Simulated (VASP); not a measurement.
# Ir (Fm-3m) in VASP: a series of runs

Ir is run at these levels: PBEsol; tasks: single point.

All numbers are computed with VASP 6.6.1; they aren't measurements. Logs are shortened: lines on timing, memory, paths and dates and some standing lists are left out, and cuts for length are marked.

## 1. The cell of the first run

Symmetry: Fm-3m, No. 225, cubic system. The conventional cell has a = 3.830 Å, b = 3.830 Å, c = 3.830 Å, α = 90.00°, β = 90.00°, γ = 90.00°. Ir (site symmetry m-3m) has 12 Ir at 2.71 Å within 3.6 Å.

## 2. Single point, PBEsol

Input file INCAR:

```
SYSTEM = Ir
PREC     = Accurate       ! precision mode
ENCUT    = 500            ! plane-wave cutoff, eV
EDIFF    = 1E-6           ! SCF threshold, eV
ISMEAR   = 0              ! smearing method
SIGMA    = 0.1            ! smearing width, eV
LREAL    = .False.        ! projectors in reciprocal space
LASPH    = .True.         ! aspherical terms in the spheres
NELM     = 120            ! most SCF steps
ALGO     = Normal         ! electronic algorithm
ISIF     = 2              ! what is computed and relaxed
LWAVE    = .False.        ! write WAVECAR
LCHARG   = .False.        ! write CHGCAR
GGA      = PS             ! functional
NBANDS   = 14             ! bands
GGA_COMPAT= .False.
```

Input file KPOINTS:

```
regular mesh
0
Gamma
  18 18 18
  0 0 0
```

Input file POSCAR:

```
Ir
1.0
    0.0000000000      1.9150713599      1.9150713599
    1.9150713599      0.0000000000      1.9150713599
    1.9150713599      1.9150713599      0.0000000000
Ir
1
Direct
    0.0000000000      0.0000000000      0.0000000000
```

Potentials or basis: VASP PAW PBE potentials, release 64 (Ir_sv_GW).

Run with:

```
cat potpaw_PBE.64/Ir_sv_GW/POTCAR > POTCAR
mpirun -np 1 vasp_std > vasp.out
```

OUTCAR:

```text
SYSTEM = Ir
   PREC = Accurate
   ENCUT = 500
   EDIFF = 1E-6
   ISMEAR = 0
   LREAL = .False.
   LASPH = .True.
   NELM = 120
   ISIF = 2
   GGA = PS

 ion  position               nearest neighbor table
   1  0.000  0.000  0.000-

  LATTYP: Found a face centered cubic cell.
 ALAT       =     3.8301427198

  Lattice vectors:

 A1 = (   0.0000000000,   1.9150713599,   1.9150713599)
 A2 = (   1.9150713599,   0.0000000000,   1.9150713599)
 A3 = (   1.9150713599,   1.9150713599,   0.0000000000)

Analysis of symmetry for initial positions (statically):
=====================================================================
 Subroutine PRICEL returns:
 Original cell was already a primitive cell.

 Routine SETGRP: Setting up the symmetry group for a
 face centered cubic supercell.

 Subroutine GETGRP returns: Found 48 space group operations
 (whereof 48 operations were pure point group operations)
 out of a pool of 48 trial point group operations.

The static configuration has the point symmetry O_h .

Analysis of symmetry for dynamics (positions and initial velocities):
=====================================================================
 Subroutine PRICEL returns:
 Original cell was already a primitive cell.

 Routine SETGRP: Setting up the symmetry group for a
 face centered cubic supercell.

 Subroutine GETGRP returns: Found 48 space group operations
 (whereof 48 operations were pure point group operations)
 out of a pool of 48 trial point group operations.

The dynamic configuration has the point symmetry O_h .

 Subroutine INISYM returns: Found 48 space group operations
 (whereof 48 operations are pure point group operations),
 and found     1 'primitive' translations

----------------------------------------------------------------------------------------

                                     Primitive cell

  volume of cell :      14.0470

  direct lattice vectors                    reciprocal lattice vectors
     0.000000000  1.915071360  1.915071360    -0.261086877  0.261086877  0.261086877
     1.915071360  0.000000000  1.915071360     0.261086877 -0.261086877  0.261086877
     1.915071360  1.915071360  0.000000000     0.261086877  0.261086877 -0.261086877

  length of vectors
     2.708319890  2.708319890  2.708319890     0.452215736  0.452215736  0.452215736

  position of ions in fractional coordinates (direct lattice)
     0.000000000  0.000000000  0.000000000

  ion indices of the primitive-cell ions
   primitive index   ion index
                 1           1

----------------------------------------------------------------------------------------

 KPOINTS: regular mesh

Automatic generation of k-mesh.
 Grid dimensions read from file:
 generate k-points for:   18   18   18

 Generating k-lattice:

  Cartesian coordinates                     Fractional coordinates (reciprocal lattice)
    -0.014504826  0.014504826  0.014504826     0.055555556  0.000000000  0.000000000
     0.014504826 -0.014504826  0.014504826     0.000000000  0.055555556  0.000000000
     0.014504826  0.014504826 -0.014504826     0.000000000  0.000000000  0.055555556

  Length of vectors
     0.025123096  0.025123096  0.025123096

  Shift w.r.t. Gamma in fractional coordinates (k-lattice)
     0.000000000  0.000000000  0.000000000

 Subroutine IBZKPT returns following result:
 ===========================================

 Found    195 irreducible k-points:

 Following reciprocal coordinates:
            Coordinates               Weight
  0.000000  0.000000  0.000000      1.000000
  0.055556  0.000000  0.000000      8.000000
  0.111111  0.000000  0.000000      8.000000
  0.166667  0.000000  0.000000      8.000000
  0.222222  0.000000  0.000000      8.000000
  0.277778  0.000000  0.000000      8.000000
[... 16 lines left out ...]
 -0.277778  0.055556  0.000000     24.000000
 -0.222222  0.055556  0.000000     24.000000
 [... further k-points ...]
   k-points           NKPTS =    195   k-points in BZ     NKDIM =    195   number of bands    NBANDS=     14
   number of dos      NEDOS =    301   number of ions     NIONS =      1
   total plane-waves  NPLWV =   8000
   dimension x,y,z NGX =    20 NGY =   20 NGZ =   20
   dimension x,y,z NGXF=    40 NGYF=   40 NGZF=   40
   ions per type =               1
   NGX,Y,Z   is equivalent  to a cutoff of  12.28, 12.28, 12.28 a.u.
   NGXF,Y,Z  is equivalent  to a cutoff of  24.55, 24.55, 24.55 a.u.
 SYSTEM =  Ir
   PREC   = accura    normal or accurate (medium, high low for compatibility)
   ISTART =      0    job   : 0-new  1-cont  2-samecut
   ICHARG =      2    charge: 1-file 2-atom 10-const
   ISPIN  =      1    spin polarized calculation?
   LNONCOLLINEAR =      F non collinear calculations
   LSORBIT =      F    spin-orbit coupling
   LASPH  =      T    aspherical Exc in radial PAW
   ENCUT  =  500.0 eV  36.75 Ry    6.06 a.u.   4.94  4.94  4.94*2*pi/ulx,y,z
   NELM   =    120;   NELMIN=  2; NELMDL= -5     # of ELM steps
   EDIFF  = 0.1E-05   stopping-criterion for ELM
   LREAL  =      F    real-space projection
   EDIFFG = 0.1E-04   stopping-criterion for IOM
   NSW    =      0    number of steps for IOM
   IBRION =     -1    ionic relax: 0-MD 1-quasi-New 2-CG
   NFREE  =      0    steps in history (QN), initial steepest desc. (CG)
   ISIF   =      2    stress and relaxation
   ISYM   =      2    0-nonsym 1-usesym 2-fastsym
   POTIM  = 0.5000    time-step for ionic-motion
   TEBEG  =    0.0;   TEEND  =   0.0 temperature during run
   PSTRESS=    0.0 pullay stress
   NELECT =      17.0000    total number of electrons
   NUPDOWN=      -1.0000    fix difference up-down
   EMIN   =  10.00;   EMAX   =-10.00  energy-range for DOS
   EFERMI =   0.00;   METHOD = LEGACY
   ISMEAR =     0;   SIGMA  =   0.10  broadening in eV -4-tet -1-fermi 0-gaus
   EFERMI_NEDOS =   21; number of points for ismear=-14 and -15
   IALGO  =     38    algorithm
   IMIX   =      4    mixing-type and parameters
     AMIX     =   0.40;   BMIX     =  1.00
     AMIX_MAG =   1.60;   BMIX_MAG =  1.00
  volume/ion in A,a.u.               =      14.05        94.79
  Fermi-wavevector in a.u.,A,eV,Ry     =   1.744601  3.296818 41.411148  3.043634
  Thomas-Fermi vector in A             =   2.816450
   LORBIT       =      0    0 simple, 1 ext, 2 COOP (PROOUT), +10 PAW based schemes
   GGA     = PS    functional components
   LHFCALC =     F    Hartree Fock is set to
   AEXX    =    0.0000 exact exchange contribution
   IVDW    =     0    specifies the selected vdW correction
   LEPSILON=     F    determine dielectric tensor
   LRPA    =     F    only Hartree local field effects (RPA)
 non-spin polarized calculation
 Gauss-broadening in eV      SIGMA  =   0.10
  energy-cutoff  :      500.00
  volume of cell :       14.05
 maximum number of plane-waves:       369
   NGX =  9   NGY =  9   NGZ =  9

 number of electron      17.0000000 magnetization

 Free energy of the ion-electron system (eV)
  ---------------------------------------------------
  ext. energy  EPLUGINS =         0.00000000
  ---------------------------------------------------
  free energy    TOTEN  =       -10.39866529 eV

  energy without entropy =      -10.39368090  energy(sigma->0) =      -10.39617310

 E-fermi :  12.9132     XC(G=0): -14.7516

 val. band max:       12.9063075668   @ k =   0.5000   0.2222   0.1111
 cond. band min:      12.9239665770   @ k =   0.3333   0.1111   0.0556
 fundamental gap:      0.0176590103
 Fermi energy:        12.9132456370

 k-point     1 :       0.0000    0.0000    0.0000
  band No.  band energies     occupation
      1     -80.1417      2.00000
      2     -36.5416      2.00000
      3     -36.5416      2.00000
      4     -36.5416      2.00000
      5       1.6313      2.00000
      6       8.9379      2.00000
      7       8.9379      2.00000
      8       8.9379      2.00000
      9      11.6816      2.00000
     10      11.6816      2.00000
     11      26.4417      0.00000
     12      31.9865      0.00000
     13      31.9865      0.00000
     14      31.9865      0.00000

 k-point     2 :       0.0556    0.0000    0.0000
  band No.  band energies     occupation
      1     -80.1397      2.00000
      2     -36.5667      2.00000
      3     -36.5450      2.00000
      4     -36.5450      2.00000
      5       1.7708      2.00000
      6       8.8618      2.00000
      7       8.9983      2.00000
      8       8.9983      2.00000
      9      11.6409      2.00000
     10      11.6409      2.00000
     11      26.6865      0.00000
     12      31.3387      0.00000
     13      32.2214      0.00000
     14      32.2214      0.00000

 k-point     3 :       0.1111    0.0000    0.0000
  band No.  band energies     occupation
      1     -80.1339      2.00000
      2     -36.6397      2.00000
      3     -36.5547      2.00000
      4     -36.5547      2.00000
      5       2.1747      2.00000
      6       8.6663      2.00000
      7       9.1568      2.00000
      8       9.1568      2.00000
      9      11.5515      2.00000
     10      11.5515      2.00000
     11      27.3595      0.00000
     12      30.0120      0.00000
     13      32.9075      0.00000
     14      32.9075      0.00000
[... 324 lines left out ...]
 k-point    23 :      -0.2778    0.0556    0.0000
  band No.  band energies     occupation
      1     -80.0979      2.00000
      2     -37.0688      2.00000
      3     -36.6436      2.00000
      4     -36.6084      2.00000
      5       4.4415      2.00000
      6       8.6040      2.00000
      7       9.2498      2.00000
      8       9.3590      2.00000
      9      11.8614      2.00000
     10      12.7958      1.90315
     11      25.2255      0.00000
     12      28.7596      0.00000
     13      34.3497      0.00000
     14      36.0723      0.00000

 k-point    24 :      -0.2222    0.0556    0.0000
  band No.  band energies     occupation
      1     -80.1094      2.00000
      2     -36.9345      2.00000
      3     -36.6229      2.00000
      4     -36.5882      2.00000
      5       3.8684      2.00000
      6       8.2546      2.00000
      7       9.3992      2.00000
      8       9.4917      2.00000
      9      11.3719      2.00000
     10      12.2479      2.00000
     11      26.7005      0.00000
     12      29.3566      0.00000
     13      34.5384      0.00000
     14      35.7214      0.00000

 [... further k-points ...]
[... 5 lines left out ...]
  --------------------------------------------------------------------------------------
  -------------------------------------------------------------------------------------
  Total       -0.2848157     -0.2848157     -0.2848157      0.0000000     -0.0000000      0.0000000
  in kB      -32.4855014    -32.4855014    -32.4855014      0.0000000     -0.0000000      0.0000000
  external PRESSURE =     -32.4855014 kB  Pullay stress =       0.0000000 kB

 VOLUME and BASIS-vectors are now :
 -----------------------------------------------------------------------------
  energy-cutoff  :      500.00
  volume of cell :       14.05
      direct lattice vectors                 reciprocal lattice vectors
     0.000000000  1.915071360  1.915071360    -0.261086877  0.261086877  0.261086877
     1.915071360  0.000000000  1.915071360     0.261086877 -0.261086877  0.261086877
     1.915071360  1.915071360  0.000000000     0.261086877  0.261086877 -0.261086877

 POSITION                                       TOTAL-FORCE (eV/Angst)
 -----------------------------------------------------------------------------------
      0.00000      0.00000      0.00000         0.000000      0.000000     -0.000000
 -----------------------------------------------------------------------------------
    total drift:                                0.000000      0.000000      0.000000

  FREE ENERGIE OF THE ION-ELECTRON SYSTEM (eV)
  ---------------------------------------------------
  free  energy   TOTEN  =       -10.3986652903 eV

  energy  without entropy=      -10.3936809032  energy(sigma->0) =      -10.39617310
```

It took 22 s on 1 thread of Intel Xeon Platinum 8375C at 2.90GHz (Ice Lake), shared host; peak memory 0.16 GiB.

What came out:

- Free energy: -10.3987 eV
- Pressure: -3.2 GPa

Caveat: the PAW data sets were made with another functional, which shifts forces and pressure a little; spin-orbit coupling is left out, which moves the levels of the heavy elements.

(Continued in part 2 of 2.)
